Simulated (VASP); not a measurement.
# Pb (I4/mmm) in VASP: further runs

The runs below take Pb through single point, with PBEsol.

Program: VASP 6.6.1. These are calculated values, not measurements. Logs are shortened: lines on timing, memory, paths and dates and some standing lists are left out, and cuts for length are marked.

### 1 The cell of the first run

It takes space group I4/mmm (No. 139, tetragonal). The conventional cell has a = 3.493 Å, b = 3.493 Å, c = 5.014 Å, α = 90.00°, β = 90.00°, γ = 90.00°. Within 4.6 Å of Pb (site symmetry 4/mmm) lie 12 Pb at 3.49 to 3.52 Å.

### 2 Single point, PBEsol (strain +0.0150 x Voigt [1, 0, 0, 0, 0, 0])

INCAR reads:

```
PREC = Accurate
ENCUT = 520
EDIFF = 1E-6
ISMEAR = 0
SIGMA = 0.15
LREAL = False
LASPH = True
NELM = 80
ALGO = Fast
ISIF = 2
LWAVE = False
LCHARG = True
GGA = PS
LELF = True
LVHAR = True
NBANDS = 13
```

KPOINTS reads:

```
regular mesh
0
Gamma
  16 16 16
```

POSCAR reads:

```
Pb
1.0
    0.0000000000      2.4698000000      2.4698000000
    2.5068470000      0.0000000000      2.4698000000
    2.5068470000      2.4698000000      0.0000000000
Pb
1
Direct
    0.0000000000      0.0000000000      0.0000000000
```

Potentials or basis: VASP PAW PBE potentials, release 64 (Pb_d).

The run is started by

```console
> cat potpaw_PBE.64/Pb_d/POTCAR > POTCAR
> mpirun -np 1 vasp_std > vasp.out
```

OUTCAR:

```text
PREC = Accurate
   ENCUT = 520
   EDIFF = 1E-6
   ISMEAR = 0
   LREAL = False
   LASPH = True
   NELM = 80
   ISIF = 2
   GGA = PS

 ion  position               nearest neighbor table
   1  0.000  0.000  0.000-

  LATTYP: Found a body centered tetragonal cell.
 ALAT       =     3.4928246563
 C/A-ratio  =     1.4354267658

  Lattice vectors:

 A1 = (   2.5068470000,   0.0000000000,   2.4698000000)
 A2 = (   2.5068470000,   0.0000000000,  -2.4698000000)
 A3 = (  -2.5068470000,   2.4698000000,   0.0000000000)

Analysis of symmetry for initial positions (statically):
=====================================================================
 Subroutine PRICEL returns:
 Original cell was already a primitive cell.

 Routine SETGRP: Setting up the symmetry group for a
 body centered tetragonal supercell.

 Subroutine GETGRP returns: Found 16 space group operations
 (whereof 16 operations were pure point group operations)
 out of a pool of 16 trial point group operations.

The static configuration has the point symmetry D_4h.

Analysis of symmetry for dynamics (positions and initial velocities):
=====================================================================
 Subroutine PRICEL returns:
 Original cell was already a primitive cell.

 Routine SETGRP: Setting up the symmetry group for a
 body centered tetragonal supercell.

 Subroutine GETGRP returns: Found 16 space group operations
 (whereof 16 operations were pure point group operations)
 out of a pool of 16 trial point group operations.

The dynamic configuration has the point symmetry D_4h.

 Subroutine INISYM returns: Found 16 space group operations
 (whereof 16 operations are pure point group operations),
 and found     1 'primitive' translations

----------------------------------------------------------------------------------------

                                     Primitive cell

  volume of cell :      30.5831

  direct lattice vectors                    reciprocal lattice vectors
     0.000000000  2.469800000  2.469800000    -0.199453736  0.202445542  0.202445542
     2.506847000  0.000000000  2.469800000     0.199453736 -0.202445542  0.202445542
     2.506847000  2.469800000  0.000000000     0.199453736  0.202445542 -0.202445542

  length of vectors
     3.492824656  3.519118344  3.519118344     0.348927196  0.348927196  0.348927196

  position of ions in fractional coordinates (direct lattice)
     0.000000000  0.000000000  0.000000000

  ion indices of the primitive-cell ions
[... 83 lines left out ...]
   TEBEG  =    0.0;   TEEND  =   0.0 temperature during run
   PSTRESS=    0.0 pullay stress
   NELECT =      14.0000    total number of electrons
   NUPDOWN=      -1.0000    fix difference up-down
   EMIN   =  10.00;   EMAX   =-10.00  energy-range for DOS
   EFERMI =   0.00;   METHOD = LEGACY
   ISMEAR =     0;   SIGMA  =   0.15  broadening in eV -4-tet -1-fermi 0-gaus
   EFERMI_NEDOS =   21; number of points for ismear=-14 and -15
   IALGO  =     68    algorithm
   IMIX   =      4    mixing-type and parameters
     AMIX     =   0.40;   BMIX     =  1.00
     AMIX_MAG =   1.60;   BMIX_MAG =  1.00
  volume/ion in A,a.u.               =      30.58       206.38
  Fermi-wavevector in a.u.,A,eV,Ry     =   1.261703  2.384272 21.659030  1.591894
  Thomas-Fermi vector in A             =   2.395148
   LORBIT       =      0    0 simple, 1 ext, 2 COOP (PROOUT), +10 PAW based schemes
   GGA     = PS    functional components
   LHFCALC =     F    Hartree Fock is set to
   AEXX    =    0.0000 exact exchange contribution
   IVDW    =     0    specifies the selected vdW correction
   LEPSILON=     F    determine dielectric tensor
   LRPA    =     F    only Hartree local field effects (RPA)
 non-spin polarized calculation
 RMM-DIIS sequential band-by-band and
 Gauss-broadening in eV      SIGMA  =   0.15
  energy-cutoff  :      520.00
  volume of cell :       30.58
 maximum number of plane-waves:       869
 NGX is ok and might be reduce to    28
   NGX = 13   NGY = 13   NGZ = 13

 number of electron      13.9999999 magnetization

 Free energy of the ion-electron system (eV)
  ---------------------------------------------------
  ext. energy  EPLUGINS =         0.00000000
  ---------------------------------------------------
  free energy    TOTEN  =        -4.00201066 eV

  energy without entropy =       -3.99717705  energy(sigma->0) =       -3.99959385

 E-fermi :   7.0497     XC(G=0): -10.3005

 val. band max:        7.0489853844   @ k =  -0.3125   0.2500   0.0000
 cond. band min:       7.0662756647   @ k =  -0.4375   0.3125   0.1875
 fundamental gap:      0.0172902804
 Fermi energy:         7.0497149829

 k-point     1 :       0.0000    0.0000    0.0000
  band No.  band energies     occupation
      1      -9.9915      2.00000
      2      -9.9724      2.00000
      3      -9.9724      2.00000
      4      -9.8487      2.00000
      5      -9.8330      2.00000
      6      -4.7056      2.00000
      7      14.3404      0.00000
      8      14.3404      0.00000
      9      14.3662      0.00000
     10      16.7658      0.00000
     11      18.2123      0.00000
     12      19.4064      0.00000
     13      19.4305      0.00000
[... 354 lines left out ...]
  band No.  band energies     occupation
      1      -9.9883      2.00000
      2      -9.9652      2.00000
      3      -9.9544      2.00000
      4      -9.8528      2.00000
      5      -9.8303      2.00000
      6      -4.5077      2.00000
      7      12.5712      0.00000
      8      13.3999      0.00000
      9      14.4221      0.00000
     10      16.5434      0.00000
     11      18.8400      0.00000
     12      19.5039      0.00000
     13      20.0303      0.00000

 [... further k-points ...]

------------------------ aborting loop because EDIFF is reached ----------------------------------------

  FORCE on cell =-STRESS in cart. coord.  units (eV):
  Direction    XX          YY          ZZ          XY          YZ          ZX
  --------------------------------------------------------------------------------------
  -------------------------------------------------------------------------------------
  Total       -0.2089871     -0.1672547     -0.1672547      0.0000000      0.0000000      0.0000000
  in kB      -10.9483502     -8.7620871     -8.7620871      0.0000000      0.0000000      0.0000000
  external PRESSURE =      -9.4908414 kB  Pullay stress =       0.0000000 kB

 VOLUME and BASIS-vectors are now :
 -----------------------------------------------------------------------------
  energy-cutoff  :      520.00
  volume of cell :       30.58
      direct lattice vectors                 reciprocal lattice vectors
     0.000000000  2.469800000  2.469800000    -0.199453736  0.202445542  0.202445542
     2.506847000  0.000000000  2.469800000     0.199453736 -0.202445542  0.202445542
     2.506847000  2.469800000  0.000000000     0.199453736  0.202445542 -0.202445542

 POSITION                                       TOTAL-FORCE (eV/Angst)
 -----------------------------------------------------------------------------------
      0.00000      0.00000      0.00000         0.000000      0.000000     -0.000000
 -----------------------------------------------------------------------------------
    total drift:                               -0.000000     -0.000000     -0.000000

  FREE ENERGIE OF THE ION-ELECTRON SYSTEM (eV)
  ---------------------------------------------------
  free  energy   TOTEN  =        -4.0020106555 eV

  energy  without entropy=       -3.9971770464  energy(sigma->0) =       -3.99959385
```

OSZICAR:

```text
N       E                     dE             d eps       ncg     rms          rms(c)
DAV:   1     0.108575355394E+03    0.10858E+03   -0.71568E+03  9186   0.126E+03
DAV:   2     0.123764488957E+01   -0.10734E+03   -0.10397E+03  9529   0.315E+02
DAV:   3    -0.389410870136E+01   -0.51318E+01   -0.51120E+01 11207   0.738E+01
DAV:   4    -0.401344075688E+01   -0.11933E+00   -0.11929E+00 11226   0.120E+01
DAV:   5    -0.401887676561E+01   -0.54360E-02   -0.54357E-02 12847   0.239E+00    0.571E-01
RMM:   6    -0.400527789908E+01    0.13599E-01   -0.14743E-02 10892   0.176E+00    0.277E-01
RMM:   7    -0.400202303555E+01    0.32549E-02   -0.89391E-03 10947   0.106E+00    0.919E-02
RMM:   8    -0.400194902265E+01    0.74013E-04   -0.16863E-03 12912   0.624E-01    0.145E-02
RMM:   9    -0.400200185570E+01   -0.52833E-04   -0.54593E-04 13533   0.231E-01    0.152E-02
RMM:  10    -0.400200588306E+01   -0.40274E-05   -0.15361E-04 11824   0.220E-01    0.808E-03
RMM:  11    -0.400200946183E+01   -0.35788E-05   -0.76325E-05 14266   0.926E-02    0.234E-03
RMM:  12    -0.400201056511E+01   -0.11033E-05   -0.12077E-05 10146   0.374E-02    0.223E-03
RMM:  13    -0.400201065553E+01   -0.90424E-07   -0.25681E-06  6874   0.175E-02
   1 F= -.40020107E+01 E0= -.39995939E+01  d E =-.483361E-02
```

Run time: 4 min. Hardware: 1 thread of AMD EPYC 7R13, shared host; peak memory 0.23 GiB.

Results:

* Free energy: -4.0020 eV
* Pressure: -0.9 GPa
* Band gap on the k mesh: zero (band 7 reaches 14.34 eV, above the bottom of band 8 at 5.26 eV)

Levels at points of the mesh, in eV from the Fermi level:
| k point | band 4 | band 5 | band 6 | band 7 | band 8 | band 9 | band 10 | band 11 |
| --- | --- | --- | --- | --- | --- | --- | --- | --- |
| (0.00, 0.00, 0.00) | -16.90 | -16.88 | -11.76 | 7.29 | 7.29 | 7.32 | 9.72 | 11.16 |
| (0.50, 0.00, 0.00) | -16.76 | -16.75 | -8.17 | -4.22 | 5.35 | 5.60 | 9.19 | 9.32 |
| (0.50, 0.50, 0.00) | -16.73 | -16.72 | -6.73 | -3.26 | 1.88 | 1.97 | 5.24 | 6.52 |
| (0.00, 0.50, 0.50) | -16.73 | -16.73 | -6.89 | -3.37 | 2.10 | 2.10 | 5.40 | 6.68 |

Caveat: the cell differs from its parent crystal (strain +0.0150 x Voigt [1, 0, 0, 0, 0, 0]); the PAW data sets were made with another functional, which shifts forces and pressure a little; spin-orbit coupling is left out, which moves the levels of the heavy elements.

### 3 Single point, PBEsol (strain +0.0300 x Voigt [1, 0, 0, 0, 0, 0])

INCAR reads:

```
SYSTEM = Pb
  PREC = Accurate
  ENCUT = 520
  EDIFF = 1E-6
  ISMEAR = 0
  SIGMA = 0.15
  LREAL = .FALSE.
  LASPH = .TRUE.
  NELM = 100
  ALGO = Fast
  ISIF = 2
  LWAVE = .FALSE.
  LCHARG = .FALSE.
  GGA = PS
  NBANDS = 13
```

KPOINTS reads:

```
regular mesh
0
G
  16 16 16
  0 0 0
```

POSCAR reads:

```
Pb
1.0
    0.0000000000      2.4698000000      2.4698000000
    2.5438940000      0.0000000000      2.4698000000
    2.5438940000      2.4698000000      0.0000000000
Pb
1
Direct
    0.0000000000      0.0000000000      0.0000000000
```

Potentials or basis: VASP PAW PBE potentials, release 64 (Pb_d).

The run is started by

```console
> cat potpaw_PBE.64/Pb_d/POTCAR > POTCAR
> mpirun -np 1 vasp_std > vasp.out
```

It took 4.1 min on 1 thread of AMD EPYC 7R13, shared host; peak memory 0.23 GiB.

It converged, with:

```yaml
Free_energy: -3.9979 eV
Pressure: -1.6 GPa
Band_gap_on_the_k_mesh: zero (band 7 reaches 14.06 eV, above the bottom of band 8 at 5.09 eV)
```

Stress tensor (GPa, compression positive):
```
-1.86  0.00  0.00
 0.00 -1.41  0.00
 0.00  0.00 -1.41
```

Levels at points of the mesh, in eV from the Fermi level:
```tsv
k point	band 3	band 4	band 5	band 6	band 7	band 8	band 9	band 10	band 11	band 12
(0.00, 0.00, 0.00)	-17.00	-16.89	-16.86	-11.65	7.18	7.18	7.22	9.72	10.99	12.25
(0.50, 0.00, 0.00)	-16.99	-16.76	-16.74	-8.15	-4.14	5.15	5.65	9.15	9.21	10.88
(0.50, 0.50, 0.00)	-16.76	-16.73	-16.70	-6.69	-3.15	1.77	1.96	5.16	6.44	17.84
(0.00, 0.50, 0.50)	-16.76	-16.72	-16.72	-7.01	-3.38	2.22	2.22	5.48	6.75	18.40
```

Caveat: the cell differs from its parent crystal (strain +0.0300 x Voigt [1, 0, 0, 0, 0, 0]); the PAW data sets were made with another functional, which shifts forces and pressure a little; spin-orbit coupling is left out, which moves the levels of the heavy elements.

### 4 Single point, PBEsol (strain +0.0450 x Voigt [1, 0, 0, 0, 0, 0])

INCAR reads:

```
SYSTEM = Pb
PREC = Accurate ; ENCUT = 520
EDIFF = 1E-7 ; ISMEAR = 0
SIGMA = 0.15 ; LREAL = .False.
LASPH = .True. ; NELM = 60
ALGO = Fast ; ISIF = 2
LWAVE = .False. ; LCHARG = .True.
GGA = PS ; LELF = .True.
LVHAR = .True. ; NBANDS = 13
```

KPOINTS reads:

```
regular mesh
0
Gamma
  16 16 16
  0 0 0
```

POSCAR reads:

```
Pb
1.0
    0.0000000000      2.4698000000      2.4698000000
    2.5809410000      0.0000000000      2.4698000000
    2.5809410000      2.4698000000      0.0000000000
Pb
1
Direct
    0.0000000000      0.0000000000      0.0000000000
```

The run is started by

```console
> cat potpaw_PBE.64/Pb_d/POTCAR > POTCAR
> mpirun -np 1 vasp_std > vasp.out
```

Wall time 4.9 min (1 thread of AMD EPYC 7R13, shared host); peak memory 0.23 GiB.

Results (log left out):

- Free energy: -3.9919 eV
- Pressure: -2.1 GPa
- Band gap on the k mesh: zero (band 7 reaches 13.79 eV, above the bottom of band 8 at 4.94 eV)

Stress tensor (GPa, compression positive):
```
-2.55  0.00  0.00
 0.00 -1.93  0.00
 0.00  0.00 -1.93
```

Levels at points of the mesh, in eV from the Fermi level:
```csv
k point,band 4,band 5,band 6,band 7,band 8,band 9,band 10,band 11
"(0.00, 0.00, 0.00)",-16.89,-16.84,-11.54,7.08,7.08,7.13,9.73,10.82
"(0.50, 0.00, 0.00)",-16.75,-16.73,-8.12,-4.06,4.96,5.70,8.96,9.24
"(0.50, 0.50, 0.00)",-16.73,-16.69,-6.65,-3.04,1.67,1.96,5.08,6.37
"(0.00, 0.50, 0.50)",-16.71,-16.71,-7.12,-3.38,2.33,2.33,5.56,6.82
```

Caveat: the cell differs from its parent crystal (strain +0.0450 x Voigt [1, 0, 0, 0, 0, 0]); the PAW data sets were made with another functional, which shifts forces and pressure a little; spin-orbit coupling is left out, which moves the levels of the heavy elements.

### 5 Overview

```csv
cell,further INCAR settings,gap on the mesh (eV),pressure (GPa)
"a = 3.493, b = 3.519, c = 3.519 Å, angles 59.5, 60.2, 60.2°, 1 atom",ALGO = Fast; EDIFF = 1e-06; NBANDS = 13,none,-0.9
"a = 3.493, b = 3.546, c = 3.546 Å, angles 59.0, 60.5, 60.5°, 1 atom",ALGO = Fast; EDIFF = 1e-06; NBANDS = 13,none,-1.6
"a = 3.493, b = 3.572, c = 3.572 Å, angles 58.5, 60.7, 60.7°, 1 atom",ALGO = Fast; EDIFF = 1e-07; NBANDS = 13,none,-2.1
```

Alike in all rows: task single point; level PBEsol; potentials or basis VASP PAW PBE potentials, release 64 (Pb_d); no spin polarisation; k mesh 16 × 16 × 16; cutoff (eV) 520; smearing gaussian 0.15 eV.

Caveats: the PAW data sets were made with another functional, which shifts forces and pressure a little; spin-orbit coupling is left out, which moves the levels of the heavy elements.

Total energies depend on the potentials used, so only differences within one code and one set of settings carry meaning.
